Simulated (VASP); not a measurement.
# La (P6_3/mmc) in VASP: further runs

Runs on La. Level: LDA. Tasks: single point.

Program: VASP 6.6.1. These are calculated values, not measurements. Logs are shortened: lines on timing, memory, paths and dates and some standing lists are left out, and cuts for length are marked.

## 1. The cell of the first run

Symmetry: P6_3/mmc, No. 194, hexagonal system. The conventional cell has a = 2.613 Å, b = 2.613 Å, c = 4.423 Å, α = 90.00°, β = 90.00°, γ = 120.00°. La (site symmetry -6m2) has 12 La at 2.61 to 2.68 Å within 3.4 Å.

## 2. Single point, LDA

File INCAR:

```
SYSTEM = La
  PREC = Accurate
  ENCUT = 520
  EDIFF = 1E-6
  ISMEAR = -1
  SIGMA = 0.08
  LREAL = .False.
  LASPH = .True.
  NELM = 60
  ALGO = Normal
  ISIF = 2
  LWAVE = .False.
  LCHARG = .False.
  GGA = CA
  NBANDS = 18
```

File KPOINTS:

```
regular mesh
0
Gamma
  12 12 7
  0 0 0
```

File POSCAR:

```
La
1.0
    2.6125223621      0.0000000000      0.0000000000
   -1.3062611810      2.2625107335      0.0000000000
    0.0000000000      0.0000000000      4.4233542339
La
2
Direct
    0.3333333333      0.6666666667      0.2500000000
    0.6666666667      0.3333333333      0.7500000000
```

Potentials or basis: VASP PAW LDA potentials, release 64 (La).

Command:

```console
> cat potpaw_LDA.64/La/POTCAR > POTCAR
> mpirun -np 1 vasp_std > vasp.out
```

OUTCAR:

```text
SYSTEM = La
   PREC = Accurate
   ENCUT = 520
   EDIFF = 1E-6
   ISMEAR = -1
   LREAL = .False.
   LASPH = .True.
   NELM = 60
   ISIF = 2
   GGA = CA

 ion  position               nearest neighbor table
   1  0.333  0.667  0.250-   2 2.68   2 2.68   2 2.68   2 2.68   2 2.68   2 2.68
   2  0.667  0.333  0.750-   1 2.68   1 2.68   1 2.68   1 2.68   1 2.68   1 2.68

  LATTYP: Found a hexagonal cell.
 ALAT       =     2.6125223621
 C/A-ratio  =     1.6931354533

  Lattice vectors:

 A1 = (   2.6125223621,   0.0000000000,   0.0000000000)
 A2 = (  -1.3062611810,   2.2625107335,   0.0000000000)
 A3 = (   0.0000000000,   0.0000000000,   4.4233542339)

Analysis of symmetry for initial positions (statically):
=====================================================================
 Subroutine PRICEL returns:
 Original cell was already a primitive cell.

 Routine SETGRP: Setting up the symmetry group for a
 hexagonal supercell.

 Subroutine GETGRP returns: Found 24 space group operations
 (whereof 12 operations were pure point group operations)
 out of a pool of 24 trial point group operations.

The static configuration has the point symmetry D_3d.
 The point group associated with its full space group is D_6h.

Analysis of symmetry for dynamics (positions and initial velocities):
=====================================================================
 Subroutine PRICEL returns:
 Original cell was already a primitive cell.

 Routine SETGRP: Setting up the symmetry group for a
 hexagonal supercell.

 Subroutine GETGRP returns: Found 24 space group operations
 (whereof 12 operations were pure point group operations)
 out of a pool of 24 trial point group operations.

The dynamic configuration has the point symmetry D_3d.
 The point group associated with its full space group is D_6h.

 Subroutine INISYM returns: Found 24 space group operations
 (whereof 12 operations are pure point group operations),
 and found     1 'primitive' translations

----------------------------------------------------------------------------------------

                                     Primitive cell

  volume of cell :      26.1458

  direct lattice vectors                    reciprocal lattice vectors
     2.612522362  0.000000000  0.000000000     0.382771843  0.220993427  0.000000000
    -1.306261181  2.262510734  0.000000000     0.000000000  0.441986853  0.000000000
     0.000000000  0.000000000  4.423354234     0.000000000  0.000000000  0.226072783

  length of vectors
     2.612522362  2.612522362  4.423354234     0.441986853  0.441986853  0.226072783

  position of ions in fractional coordinates (direct lattice)
     0.333333333  0.666666667  0.250000000
     0.666666667  0.333333333  0.750000000

  ion indices of the primitive-cell ions
   primitive index   ion index
                 1           1
                 2           2

----------------------------------------------------------------------------------------

 KPOINTS: regular mesh

Automatic generation of k-mesh.
 Grid dimensions read from file:
 generate k-points for:   12   12    7

 Generating k-lattice:

  Cartesian coordinates                     Fractional coordinates (reciprocal lattice)
     0.031897654  0.018416119  0.000000000     0.083333333  0.000000000  0.000000000
     0.000000000  0.036832238  0.000000000     0.000000000  0.083333333  0.000000000
     0.000000000  0.000000000  0.032296112     0.000000000  0.000000000  0.142857143

  Length of vectors
     0.036832238  0.036832238  0.032296112

  Shift w.r.t. Gamma in fractional coordinates (k-lattice)
     0.000000000  0.000000000  0.000000000

 Subroutine IBZKPT returns following result:
 ===========================================

 Found     76 irreducible k-points:

 Following reciprocal coordinates:
            Coordinates               Weight
  0.000000  0.000000  0.000000      1.000000
  0.083333  0.000000  0.000000      6.000000
  0.166667  0.000000  0.000000      6.000000
  0.250000  0.000000  0.000000      6.000000
  0.333333  0.000000  0.000000      6.000000
  0.416667  0.000000  0.000000      6.000000
[... 16 lines left out ...]
  0.250000  0.000000  0.142857     12.000000
  0.333333  0.000000  0.142857     12.000000
 [... further k-points ...]
   k-points           NKPTS =     76   k-points in BZ     NKDIM =     76   number of bands    NBANDS=     18
   number of dos      NEDOS =    301   number of ions     NIONS =      2
   total plane-waves  NPLWV =  14400
   dimension x,y,z NGX =    20 NGY =   20 NGZ =   36
   dimension x,y,z NGXF=    40 NGYF=   40 NGZF=   72
   ions per type =               2
   NGX,Y,Z   is equivalent  to a cutoff of  12.73, 12.73, 13.53 a.u.
   NGXF,Y,Z  is equivalent  to a cutoff of  25.45, 25.45, 27.06 a.u.
 SYSTEM =  La
   PREC   = accura    normal or accurate (medium, high low for compatibility)
   ISTART =      0    job   : 0-new  1-cont  2-samecut
   ICHARG =      2    charge: 1-file 2-atom 10-const
   ISPIN  =      1    spin polarized calculation?
   LNONCOLLINEAR =      F non collinear calculations
   LSORBIT =      F    spin-orbit coupling
   LASPH  =      T    aspherical Exc in radial PAW
   ENCUT  =  520.0 eV  38.22 Ry    6.18 a.u.   4.86  4.86  8.22*2*pi/ulx,y,z
   NELM   =     60;   NELMIN=  2; NELMDL= -5     # of ELM steps
   EDIFF  = 0.1E-05   stopping-criterion for ELM
   LREAL  =      F    real-space projection
   EDIFFG = 0.1E-04   stopping-criterion for IOM
   NSW    =      0    number of steps for IOM
   IBRION =     -1    ionic relax: 0-MD 1-quasi-New 2-CG
   NFREE  =      0    steps in history (QN), initial steepest desc. (CG)
   ISIF   =      2    stress and relaxation
   ISYM   =      2    0-nonsym 1-usesym 2-fastsym
   POTIM  = 0.5000    time-step for ionic-motion
   TEBEG  =    0.0;   TEEND  =   0.0 temperature during run
   PSTRESS=    0.0 pullay stress
   NELECT =      22.0000    total number of electrons
   NUPDOWN=      -1.0000    fix difference up-down
   EMIN   =  10.00;   EMAX   =-10.00  energy-range for DOS
   EFERMI =   0.00;   METHOD = LEGACY
   ISMEAR =    -1;   SIGMA  =   0.08  broadening in eV -4-tet -1-fermi 0-gaus
   EFERMI_NEDOS =   21; number of points for ismear=-14 and -15
   IALGO  =     38    algorithm
   IMIX   =      4    mixing-type and parameters
     AMIX     =   0.40;   BMIX     =  1.00
     AMIX_MAG =   1.60;   BMIX_MAG =  1.00
  volume/ion in A,a.u.               =      13.07        88.22
  Fermi-wavevector in a.u.,A,eV,Ry     =   1.545545  2.920656 32.500355  2.388709
  Thomas-Fermi vector in A             =   2.650908
   LORBIT       =      0    0 simple, 1 ext, 2 COOP (PROOUT), +10 PAW based schemes
   GGA     = CA    functional components
   LHFCALC =     F    Hartree Fock is set to
   AEXX    =    0.0000 exact exchange contribution
   IVDW    =     0    specifies the selected vdW correction
   LEPSILON=     F    determine dielectric tensor
   LRPA    =     F    only Hartree local field effects (RPA)
 non-spin polarized calculation
  energy-cutoff  :      520.00
  volume of cell :       26.15
 maximum number of plane-waves:       726
 NGX is ok and might be reduce to    20
   NGX =  9   NGY =  9   NGZ = 17

 number of electron      22.0000000 magnetization

 Free energy of the ion-electron system (eV)
  ---------------------------------------------------
  ext. energy  EPLUGINS =         0.00000000
  ---------------------------------------------------
  free energy    TOTEN  =        -1.41863907 eV

  energy without entropy =       -1.39705741  energy(sigma->0) =       -1.40784824

 E-fermi :  23.7382     XC(G=0): -14.7886

 val. band max:       23.7258774852   @ k =   0.3333   0.0833   0.0000
 cond. band min:      23.7753132370   @ k =   0.4167   0.0000   0.2857
 fundamental gap:      0.0494357519
 Fermi energy:        23.7381757804

 k-point     1 :       0.0000    0.0000    0.0000
  band No.  band energies     occupation
      1     -13.2336      2.00000
      2      -9.0896      2.00000
      3       0.0661      2.00000
      4      12.3816      2.00000
      5      12.3816      2.00000
      6      13.4267      2.00000
[... 10 lines left out ...]
     17      26.2054      0.00000
     18      26.7711      0.00000

 k-point     2 :       0.0833    0.0000    0.0000
  band No.  band energies     occupation
      1     -13.0530      2.00000
      2      -8.9372      2.00000
      3       0.2536      2.00000
      4      11.0597      2.00000
      5      11.9230      2.00000
      6      13.3466      2.00000
[... 10 lines left out ...]
     17      26.4237      0.00000
     18      27.0183      0.00000

 k-point     3 :       0.1667    0.0000    0.0000
  band No.  band energies     occupation
      1     -12.5174      2.00000
      2      -8.4977      2.00000
      3       0.8090      2.00000
      4       8.3208      2.00000
      5      10.9515      2.00000
      6      11.1864      2.00000
[... 10 lines left out ...]
     17      27.4055      0.00000
     18      27.4547      0.00000

 k-point     4 :       0.2500    0.0000    0.0000
  band No.  band energies     occupation
      1     -11.6495      2.00000
      2      -7.8400      2.00000
      3       1.7085      2.00000
      4       5.4088      2.00000
      5       8.5285      2.00000
      6       9.9366      2.00000
[... 10 lines left out ...]
     17      27.9448      0.00000
     18      28.1028      0.00000

 k-point     5 :       0.3333    0.0000    0.0000
  band No.  band energies     occupation
      1     -10.5093      2.00000
      2      -7.1447      2.00000
      3       2.8950      2.00000
      4       2.9275      2.00000
      5       5.9299      2.00000
      6       9.1079      2.00000
[... 10 lines left out ...]
     17      27.7479      0.00000
     18      28.4046      0.00000

 k-point     6 :       0.4167    0.0000    0.0000
  band No.  band energies     occupation
      1      -9.2671      2.00000
      2      -6.7890      2.00000
      3       1.4083      2.00000
      4       3.7938      2.00000
      5       4.2061      2.00000
      6       8.5763      2.00000
[... 10 lines left out ...]
     17      27.5245      0.00000
     18      28.4516      0.00000

 k-point     7 :       0.5000    0.0000    0.0000
  band No.  band energies     occupation
      1      -8.5433      2.00000
      2      -6.8848      2.00000
      3       1.0585      2.00000
      4       2.8138      2.00000
      5       4.9735      2.00000
      6       8.3940      2.00000
[... 10 lines left out ...]
     17      27.4581      0.00000
     18      28.0556      0.00000

 k-point     8 :       0.0833    0.0833    0.0000
  band No.  band energies     occupation
      1     -12.6949      2.00000
      2      -8.6409      2.00000
      3       0.6252      2.00000
      4       9.3463      2.00000
      5      10.5653      2.00000
      6      12.4947      2.00000
[... 10 lines left out ...]
     17      26.7279      0.00000
     18      27.0754      0.00000
[... 229 lines left out ...]
     17      28.4494      0.00000
     18      28.7765      0.00000

 k-point    20 :       0.0000    0.0000    0.1429
  band No.  band energies     occupation
      1     -13.1002      2.00000
      2      -9.4488      2.00000
      3       0.7097      2.00000
      4      12.3998      2.00000
      5      12.4641      2.00000
      6      12.4641      2.00000
[... 10 lines left out ...]
     17      26.4648      0.00000
     18      26.8245      0.00000

 k-point    21 :       0.0833    0.0000    0.1429
  band No.  band energies     occupation
      1     -12.9201      2.00000
      2      -9.2920      2.00000
      3       0.8882      2.00000
      4      11.1588      2.00000
      5      12.0167      2.00000
      6      12.2906      2.00000
[... 10 lines left out ...]
     17      26.8226      0.00000
     18      27.0793      0.00000

 k-point    22 :       0.1667    0.0000    0.1429
  band No.  band energies     occupation
      1     -12.3860      2.00000
      2      -8.8377      2.00000
      3       1.4097      2.00000
      4       8.4494      2.00000
      5      10.7833      2.00000
      6      11.0609      2.00000
[... 10 lines left out ...]
     17      27.3100      0.00000
     18      27.4112      0.00000

 k-point    23 :       0.2500    0.0000    0.1429
  band No.  band energies     occupation
      1     -11.5215      2.00000
      2      -8.1486      2.00000
      3       2.1984      2.00000
      4       5.6146      2.00000
      5       8.1403      2.00000
      6      10.0557      2.00000
[... 10 lines left out ...]
     17      27.5943      0.00000
     18      27.8940      0.00000

 k-point    24 :       0.3333    0.0000    0.1429
  band No.  band energies     occupation
      1     -10.3887      2.00000
      2      -7.3901      2.00000
      3       2.4026      2.00000
      4       4.0383      2.00000
      5       5.5283      2.00000
      6       9.2321      2.00000
[... 10 lines left out ...]
     17      27.5938      0.00000
     18      28.2872      0.00000

 [... further k-points ...]

------------------------ aborting loop because EDIFF is reached ----------------------------------------

  FORCE on cell =-STRESS in cart. coord.  units (eV):
  Direction    XX          YY          ZZ          XY          YZ          ZX
  --------------------------------------------------------------------------------------
  -------------------------------------------------------------------------------------
  Total       34.3914888     34.3914888     34.5418359      0.0000000      0.0000000      0.0000000
  in kB     2107.4591966   2107.4591965   2116.6722377      0.0000000      0.0000000      0.0000000
  external PRESSURE =    2110.5302103 kB  Pullay stress =       0.0000000 kB

 VOLUME and BASIS-vectors are now :
 -----------------------------------------------------------------------------
  energy-cutoff  :      520.00
  volume of cell :       26.15
      direct lattice vectors                 reciprocal lattice vectors
     2.612522362  0.000000000  0.000000000     0.382771843  0.220993427  0.000000000
    -1.306261181  2.262510734  0.000000000     0.000000000  0.441986853  0.000000000
     0.000000000  0.000000000  4.423354234     0.000000000  0.000000000  0.226072783

 POSITION                                       TOTAL-FORCE (eV/Angst)
 -----------------------------------------------------------------------------------
     -0.00000      1.50834      1.10584         0.000000      0.000000      0.000000
      1.30626      0.75417      3.31752        -0.000000     -0.000000      0.000000
 -----------------------------------------------------------------------------------
    total drift:                               -0.000000      0.000000      0.000000

  FREE ENERGIE OF THE ION-ELECTRON SYSTEM (eV)
  ---------------------------------------------------
  free  energy   TOTEN  =        -1.4186390741 eV

  energy  without entropy=       -1.3970574066  energy(sigma->0) =       -1.40784824
```

Run time: 36 s. Hardware: 1 thread of Intel Xeon Platinum 8488C (Sapphire Rapids), shared host; peak memory 0.16 GiB.

Results:

- Free energy: -1.4186 eV
- Pressure: 211.1 GPa
- Band gap on the k mesh: zero (bands 11 and 12 overlap by 5.30 eV)

Stress tensor (GPa, compression positive):
```
210.75   0.00   0.00
  0.00 210.75   0.00
  0.00   0.00 211.67
```

Levels at points of the mesh, in eV from the Fermi level:
```tsv
k point	band 9	band 10	band 11	band 12	band 13	band 14
(0.00, 0.00, 0.00)	-1.74	-1.00	0.73	1.73	1.76	1.76
(0.50, 0.00, 0.00)	-5.92	-2.90	-0.67	0.83	1.47	1.91
```

Caveat: the cell stands under pressure; spin-orbit coupling is left out, which moves the levels of the heavy elements.

## 3. Single point, LDA (13.07 Å³/atom)

File INCAR:

```
SYSTEM = La
PREC = Accurate
ENCUT = 520
EDIFF = 1E-6
ISMEAR = -1
SIGMA = 0.08
LREAL = .FALSE.
LASPH = .TRUE.
NELM = 100
ALGO = Normal
ISIF = 2
LWAVE = .FALSE.
LCHARG = .TRUE.
LELF = .TRUE.
LVHAR = .TRUE.
NBANDS = 18
```

File KPOINTS:

```
regular mesh
0
G
  12 12 7
  0 0 0
```

POSCAR is that of step 2.

Potentials or basis: VASP PAW LDA potentials, release 64 (La).

Command:

```console
> cat potpaw_LDA.64/La/POTCAR > POTCAR
> mpirun -np 1 vasp_std > vasp.out
```

It took 28 s on 1 thread of Intel Xeon Platinum 8488C (Sapphire Rapids), shared host; peak memory 0.16 GiB.

The run converged. Its results:

* Free energy: -1.4186 eV
* Pressure: 211.1 GPa
* Band gap on the k mesh: zero (bands 11 and 12 overlap by 5.30 eV)

Stress tensor (GPa, compression positive):
```
210.75   0.00   0.00
  0.00 210.75   0.00
  0.00   0.00 211.67
```

Levels at points of the mesh, in eV from the Fermi level:
```tsv
k point	band 8	band 9	band 10	band 11	band 12	band 13	band 14	band 15
(0.00, 0.00, 0.00)	-9.50	-1.74	-1.00	0.73	1.73	1.76	1.76	1.94
(0.50, 0.00, 0.00)	-11.96	-5.92	-2.90	-0.67	0.83	1.47	1.91	3.40
```

Caveat: the cell stands under pressure; spin-orbit coupling is left out, which moves the levels of the heavy elements.

## 4. Single point, LDA

This run uses another cell than the first one, of 16.34 Å³/atom.

File INCAR:

```
PREC = Accurate
ENCUT = 520
EDIFF = 1E-6
ISMEAR = -1
SIGMA = 0.08
LREAL = False
LASPH = True
NELM = 80
ALGO = Normal
ISIF = 2
LWAVE = False
LCHARG = False
GGA = CA
NBANDS = 18
```

File KPOINTS:

```
Automatic mesh
0
Gamma
  12 12 7
```

File POSCAR:

```
La
1.0
    2.8072525977      0.0000000000      0.0000000000
   -1.4036262988      2.4311520644      0.0000000000
    0.0000000000      0.0000000000      4.7887126918
La
2
Direct
    0.3333333333      0.6666666667      0.2500000000
    0.6666666667      0.3333333333      0.7500000000
```

Command:

```console
> cat potpaw_LDA.64/La/POTCAR > POTCAR
> mpirun -np 1 vasp_std > vasp.out
```

It took 52 s on 1 thread of Intel Xeon Platinum 8488C (Sapphire Rapids), shared host; peak memory 0.18 GiB.

Results (log left out):

- Free energy: -7.0665 eV
- Pressure: 85.2 GPa
- Band gap on the k mesh: zero (bands 11 and 12 overlap by 4.23 eV)

Stress tensor (GPa, compression positive):
```
85.35  0.00  0.00
 0.00 85.35  0.00
 0.00  0.00 84.90
```

Levels at points of the mesh, in eV from the Fermi level:
| k point | band 7 | band 8 | band 9 | band 10 | band 11 | band 12 | band 13 | band 14 | band 15 | band 16 |
| --- | --- | --- | --- | --- | --- | --- | --- | --- | --- | --- |
| (0.00, 0.00, 0.00) | -11.53 | -11.53 | -1.82 | -0.17 | 1.05 | 1.26 | 1.69 | 1.69 | 1.70 | 2.56 |
| (0.50, 0.00, 0.00) | -14.93 | -13.12 | -4.67 | -2.88 | -1.16 | 1.09 | 1.59 | 1.95 | 3.01 | 3.14 |

Caveat: the cell stands under pressure; spin-orbit coupling is left out, which moves the levels of the heavy elements.

The gap in the log of VASP goes by the Fermi energy; the results here count the filled bands.